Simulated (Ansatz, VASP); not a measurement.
# Sc: VASP beside Ansatz

The input INCAR:

```
SYSTEM = Sc
PREC = Accurate ; ENCUT = 520
EDIFF = 1E-7 ; ISMEAR = -1
SIGMA = 0.08 ; LREAL = .FALSE.
LASPH = .TRUE. ; NELM = 60
ALGO = Normal ; ISIF = 2
LWAVE = .FALSE. ; LCHARG = .TRUE.
GGA = PS ; LELF = .TRUE.
LVHAR = .TRUE. ; NBANDS = 12
```

The input KPOINTS:

```
regular mesh
0
G
  14 14 14
  0 0 0
```

Contents of POSCAR:

```
Sc
1.0
    0.0000000000      1.6783913026      1.6783913026
    1.6783913026      0.0000000000      1.6783913026
    1.6783913026      1.6783913026      0.0000000000
Sc
1
Direct
    0.0000000000      0.0000000000      0.0000000000
```

Input for Ansatz:

```yaml
crystal:
  lattice:
    - [0.0, 1.6783913026, 1.6783913026]
    - [1.6783913026, 0.0, 1.6783913026]
    - [1.6783913026, 1.6783913026, 0.0]
  atoms:
    - { symbol: Sc, position: [0.0, 0.0, 0.0] }
kpoints:
  mp_grid: { grid: [14, 14, 14] }
  band_path:
    path:
      - [0.0, 0.0, 0.0]
      - [0.5, 0.0, 0.5]
      - [0.625, 0.25, 0.625]
      - [0.375, 0.375, 0.75]
      - [0.0, 0.0, 0.0]
      - [0.5, 0.5, 0.5]
      - [0.5, 0.25, 0.75]
      - [0.5, 0.0, 0.5]
    npoints: 8
scf:
  occupations: { method: fermi_dirac, width: 0.08 }
hamiltonian:
  xc: pbesol
  pseudopotentials: { kind: all_electron, lapw: { basis_error: 0.001 } }
output:
  forces: true
  stress: true
  eigenvalues: true
  populations: true
  dos: { projected: true, de: 0.2, e_range: [-14, 8] }
```

Change from the starting cell: volume scaled by 0.4, LAPW.

Alike in both runs: task single point; functional PBEsol; k mesh 14 × 14 × 14; occupations fermi-dirac, width 0.08 eV; no spin polarisation.

|  | VASP | Ansatz |
| --- | --- | --- |
| version | VASP 6.6.1 | Ansatz 0.2.0 |
| potentials or method | VASP PAW PBE potentials, release 64 (Sc_sv), cutoff 520 eV | all-electron LAPW, scalar-relativistic |

```csv
,VASP,Ansatz,Ansatz less VASP
pressure (GPa),178.3,172.5,-5.82
```

VASP's potentials were made for PBE, not for PBEsol. Both programs put the cell under a high pressure, so it lies far from rest at this level. Ansatz ran all-electron here, and VASP with PAW potentials.

Noted on VASP's run: the cell as given lies far from equilibrium.
